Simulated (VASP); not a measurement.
# Ba4H (Im-3m) in VASP: single point with PBE

Aim: the single point of Ba4H with PBE.

Everything below comes from runs of VASP 6.6.1. Logs are shortened: lines on timing, memory, paths and dates and some standing lists are left out, and cuts for length are marked.

### 1 The cell of the first run

Symmetry: Im-3m, No. 229, cubic system. The conventional cell has a = 7.601 Å, b = 7.601 Å, c = 7.601 Å, α = 90.00°, β = 90.00°, γ = 90.00°. Within 4.3 Å of Ba (site symmetry -3m) lie 2 H at 3.29 Å and 6 Ba at 3.80 Å. H (site symmetry m-3m) has 8 Ba at 3.29 Å within 4.3 Å.

### 2 Single point, PBE

File INCAR:

```
SYSTEM = Ba4H
ALGO = Normal ; EDIFF = 1E-6
ENCUT = 500 ; GGA = PE
GGA_COMPAT = .FALSE. ; ISIF = 2
ISMEAR = 0 ; LASPH = .TRUE.
LCHARG = .FALSE. ; LREAL = .FALSE.
LWAVE = .FALSE. ; NBANDS = 28
NELM = 120 ; PREC = Accurate
SIGMA = 0.1
```

File KPOINTS:

```
k-points
0
G
  8 8 8
  0 0 0
```

File POSCAR:

```
Ba4H
1.0
   -3.8006023348      3.8006023348      3.8006023348
    3.8006023348     -3.8006023348      3.8006023348
    3.8006023348      3.8006023348     -3.8006023348
Ba H
4 1
Direct
    0.5000000000      0.5000000000      0.5000000000
    0.0000000000      0.0000000000      0.5000000000
    0.0000000000      0.5000000000      0.0000000000
    0.5000000000      0.0000000000      0.0000000000
    0.0000000000      0.0000000000      0.0000000000
```

Potentials or basis: VASP PAW PBE potentials, release 64 (Ba_sv, H).

On the command line:

```sh
$ cat potpaw_PBE.64/Ba_sv/POTCAR potpaw_PBE.64/H/POTCAR > POTCAR
$ mpirun -np 1 vasp_std > vasp.out
```

OUTCAR:

```text
SYSTEM = Ba4H
   EDIFF = 1E-6
   ENCUT = 500
   GGA = PE
   ISIF = 2
   ISMEAR = 0
   LASPH = .TRUE.
   LREAL = .FALSE.
   NELM = 120
   PREC = Accurate

 ion  position               nearest neighbor table
   1  0.500  0.500  0.500-   2 3.80   3 3.80   4 3.80   4 3.80   3 3.80   2 3.80
   2  0.000  0.000  0.500-   1 3.80   3 3.80   4 3.80   3 3.80   4 3.80   1 3.80
   3  0.000  0.500  0.000-   1 3.80   2 3.80   4 3.80   2 3.80   1 3.80   4 3.80
   4  0.500  0.000  0.000-   1 3.80   2 3.80   3 3.80   1 3.80   2 3.80   3 3.80
   5  0.000  0.000  0.000-

  LATTYP: Found a body centered cubic cell.
 ALAT       =     7.6012046696

  Lattice vectors:

 A1 = (  -3.8006023348,   3.8006023348,   3.8006023348)
 A2 = (   3.8006023348,  -3.8006023348,   3.8006023348)
 A3 = (   3.8006023348,   3.8006023348,  -3.8006023348)

Analysis of symmetry for initial positions (statically):
=====================================================================
 Subroutine PRICEL returns:
 Original cell was already a primitive cell.

 Routine SETGRP: Setting up the symmetry group for a
 body centered cubic supercell.

 Subroutine GETGRP returns: Found 48 space group operations
 (whereof 48 operations were pure point group operations)
 out of a pool of 48 trial point group operations.

The static configuration has the point symmetry O_h .

Analysis of symmetry for dynamics (positions and initial velocities):
=====================================================================
 Subroutine PRICEL returns:
 Original cell was already a primitive cell.

 Routine SETGRP: Setting up the symmetry group for a
 body centered cubic supercell.

 Subroutine GETGRP returns: Found 48 space group operations
 (whereof 48 operations were pure point group operations)
 out of a pool of 48 trial point group operations.

The dynamic configuration has the point symmetry O_h .

 Subroutine INISYM returns: Found 48 space group operations
 (whereof 48 operations are pure point group operations),
 and found     1 'primitive' translations

----------------------------------------------------------------------------------------

                                     Primitive cell

  volume of cell :     219.5924

  direct lattice vectors                    reciprocal lattice vectors
    -3.800602335  3.800602335  3.800602335     0.000000000  0.131558094  0.131558094
[... 87 lines left out ...]
   LNONCOLLINEAR =      F non collinear calculations
   LSORBIT =      F    spin-orbit coupling
   LASPH  =      T    aspherical Exc in radial PAW
   ENCUT  =  500.0 eV  36.75 Ry    6.06 a.u.  12.00 12.00 12.00*2*pi/ulx,y,z
   NELM   =    120;   NELMIN=  2; NELMDL= -5     # of ELM steps
   EDIFF  = 0.1E-05   stopping-criterion for ELM
   LREAL  =      F    real-space projection
   EDIFFG = 0.1E-04   stopping-criterion for IOM
   NSW    =      0    number of steps for IOM
   IBRION =     -1    ionic relax: 0-MD 1-quasi-New 2-CG
   NFREE  =      0    steps in history (QN), initial steepest desc. (CG)
   ISIF   =      2    stress and relaxation
   ISYM   =      2    0-nonsym 1-usesym 2-fastsym
   POTIM  = 0.5000    time-step for ionic-motion
   TEBEG  =    0.0;   TEEND  =   0.0 temperature during run
   PSTRESS=    0.0 pullay stress
   NELECT =      41.0000    total number of electrons
   NUPDOWN=      -1.0000    fix difference up-down
   EMIN   =  10.00;   EMAX   =-10.00  energy-range for DOS
   EFERMI =   0.00;   METHOD = LEGACY
   ISMEAR =     0;   SIGMA  =   0.10  broadening in eV -4-tet -1-fermi 0-gaus
   EFERMI_NEDOS =   21; number of points for ismear=-14 and -15
   IALGO  =     38    algorithm
   IMIX   =      4    mixing-type and parameters
     AMIX     =   0.40;   BMIX     =  1.00
     AMIX_MAG =   1.60;   BMIX_MAG =  1.00
  volume/ion in A,a.u.               =      43.92       296.38
  Fermi-wavevector in a.u.,A,eV,Ry     =   0.935686  1.768191 11.912026  0.875509
  Thomas-Fermi vector in A             =   2.062619
   LORBIT       =      0    0 simple, 1 ext, 2 COOP (PROOUT), +10 PAW based schemes
   GGA     = PE    functional components
   LHFCALC =     F    Hartree Fock is set to
   AEXX    =    0.0000 exact exchange contribution
   IVDW    =     0    specifies the selected vdW correction
   LEPSILON=     F    determine dielectric tensor
   LRPA    =     F    only Hartree local field effects (RPA)
 non-spin polarized calculation
 Gauss-broadening in eV      SIGMA  =   0.10
  energy-cutoff  :      500.00
  volume of cell :      219.59
 maximum number of plane-waves:      5606
   NGX = 25   NGY = 25   NGZ = 25

 number of electron      41.0000010 magnetization

 Free energy of the ion-electron system (eV)
  ---------------------------------------------------
  ext. energy  EPLUGINS =         0.00000000
  ---------------------------------------------------
  free energy    TOTEN  =        -9.89783967 eV

  energy without entropy =       -9.87913139  energy(sigma->0) =       -9.88848553

 E-fermi :   2.3322     XC(G=0):  -7.9346

 val. band max:        2.3287394429   @ k =  -0.2500   0.2500   0.2500
 cond. band min:       2.3491600576   @ k =   0.2500   0.0000   0.0000
 fundamental gap:      0.0204206147
 Fermi energy:         2.3322111410

 k-point     1 :       0.0000    0.0000    0.0000
  band No.  band energies     occupation
      1     -26.9089      2.00000
      2     -26.7279      2.00000
      3     -26.7279      2.00000
      4     -26.7279      2.00000
      5     -12.4758      2.00000
      6     -12.4758      2.00000
[... 733 lines left out ...]
     27       3.4493      0.00000
     28       3.4907      0.00000

 [... further k-points ...]
[... 5 lines left out ...]
  --------------------------------------------------------------------------------------
  -------------------------------------------------------------------------------------
  Total        0.2963392      0.2963392      0.2963392     -0.0000000     -0.0000000     -0.0000000
  in kB        2.1621327      2.1621327      2.1621327     -0.0000000     -0.0000000     -0.0000000
  external PRESSURE =       2.1621327 kB  Pullay stress =       0.0000000 kB

 VOLUME and BASIS-vectors are now :
 -----------------------------------------------------------------------------
  energy-cutoff  :      500.00
  volume of cell :      219.59
      direct lattice vectors                 reciprocal lattice vectors
    -3.800602335  3.800602335  3.800602335     0.000000000  0.131558094  0.131558094
     3.800602335 -3.800602335  3.800602335     0.131558094  0.000000000  0.131558094
     3.800602335  3.800602335 -3.800602335     0.131558094  0.131558094  0.000000000

 POSITION                                       TOTAL-FORCE (eV/Angst)
 -----------------------------------------------------------------------------------
      1.90030      1.90030      1.90030         0.000000      0.000000      0.000000
      1.90030      1.90030     -1.90030        -0.000000      0.000000     -0.000000
      1.90030     -1.90030      1.90030         0.000000     -0.000000     -0.000000
     -1.90030      1.90030      1.90030        -0.000000     -0.000000      0.000000
      0.00000      0.00000      0.00000        -0.000000     -0.000000     -0.000000
 -----------------------------------------------------------------------------------
    total drift:                                0.000000      0.000000     -0.000000

  FREE ENERGIE OF THE ION-ELECTRON SYSTEM (eV)
  ---------------------------------------------------
  free  energy   TOTEN  =        -9.8978396668 eV

  energy  without entropy=       -9.8791313933  energy(sigma->0) =       -9.88848553
```

OSZICAR:

```text
N       E                     dE             d eps       ncg     rms          rms(c)
DAV:   1     0.313219280574E+03    0.31322E+03   -0.16188E+04  1624   0.116E+03
DAV:   2     0.113896878337E+02   -0.30183E+03   -0.29639E+03  2488   0.241E+02
DAV:   3    -0.936913701270E+01   -0.20759E+02   -0.20320E+02  2048   0.667E+01
DAV:   4    -0.101432438464E+02   -0.77411E+00   -0.76670E+00  2492   0.967E+00
DAV:   5    -0.101541687022E+02   -0.10925E-01   -0.10853E-01  2092   0.119E+00    0.510E+00
DAV:   6    -0.993301335945E+01    0.22116E+00   -0.39171E-01  1848   0.185E+00    0.287E+00
DAV:   7    -0.989549994450E+01    0.37513E-01   -0.35974E-01  1800   0.199E+00    0.644E-01
DAV:   8    -0.989801875435E+01   -0.25188E-02   -0.57951E-02  2064   0.571E-01    0.121E-01
DAV:   9    -0.989766811662E+01    0.35064E-03   -0.41997E-03  1936   0.135E-01    0.486E-02
DAV:  10    -0.989784419887E+01   -0.17608E-03   -0.54830E-04  1992   0.846E-02    0.142E-02
DAV:  11    -0.989784257015E+01    0.16287E-05   -0.34014E-05  2088   0.160E-02    0.507E-03
DAV:  12    -0.989784017224E+01    0.23979E-05   -0.45815E-06  1456   0.708E-03    0.169E-03
DAV:  13    -0.989783966682E+01    0.50543E-06   -0.38053E-07  1172   0.322E-03
   1 F= -.98978397E+01 E0= -.98884855E+01  d E =-.187083E-01
```

It took 62 s on 1 thread of Intel Xeon Platinum 8481C at 2.70GHz (Sapphire Rapids), shared host; peak memory 0.4 GiB.

Results:

- Free energy: -9.8978 eV
- Pressure: 0.2 GPa

Levels at points of the mesh, in eV from the Fermi level:
```
           k point  band 17  band 18  band 19  band 20  band 21  band 22  band 23  band 24
(0.00, 0.00, 0.00)    -4.48    -2.26    -1.39    -1.39    -0.24    -0.24     0.63     0.63
(0.50, 0.00, 0.00)    -3.81    -1.16    -0.76    -0.43     0.26     0.39     0.64     0.74
(0.50, 0.50, 0.50)    -3.19    -0.86    -0.86    -0.86    -0.38    -0.38    -0.38     0.40
```

Caveat: spin-orbit coupling is left out, which moves the levels of the heavy elements.
